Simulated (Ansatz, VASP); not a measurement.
# SiC in VASP and in Ansatz

```
Si C
1.0
     0.00000    2.17400    2.17400
     2.17400    0.00000    2.17400
     2.17400    2.17400    0.00000
Si C
1 1
Direct
  0.97967 0.00000 0.00000
  0.75000 0.75000 0.75000
```

Change from the starting cell: all Si atoms moved +0.062 Å, as atom 1 towards its neighbour atom 1 (Si) at 3.075 Å.

Alike in both runs: task single point; functional LDA; k mesh 14 × 14 × 14; occupations gaussian, width 0.05 eV; no spin polarisation.

|  | VASP | Ansatz |
| --- | --- | --- |
| version | VASP 6.6.1 | Ansatz 0.2.0 |
| potentials or method | VASP PAW LDA potentials, release 64 (Si, C), cutoff 520 eV | scalar-relativistic, plane waves, PAW |
| valence electrons in the cell | 8 | 8 |

Ansatz gave:

```
gap on the k mesh at the Fermi level (eV)                     : 1.01
least direct gap on the mesh (eV)                             : 4.40
pressure (GPa)                                                : -2.5
traceless stress, the component that is largest in VASP (GPa) : 2.78
rms of the force components (eV/Å)                            : 0.696
```

Task: What did VASP give for the same quantities?

Result: gap on the k mesh at the Fermi level (eV): 1.00; least direct gap on the mesh (eV): 4.39; pressure (GPa): -2.1; traceless stress, the component that is largest in VASP (GPa): 2.79; rms of the force components (eV/Å): 0.696.

LDA's correlation is that of Perdew and Zunger in VASP and of Perdew and Wang (1992) in Ansatz. Atom by atom the forces differ by 0.000 eV/Å (rms over components).
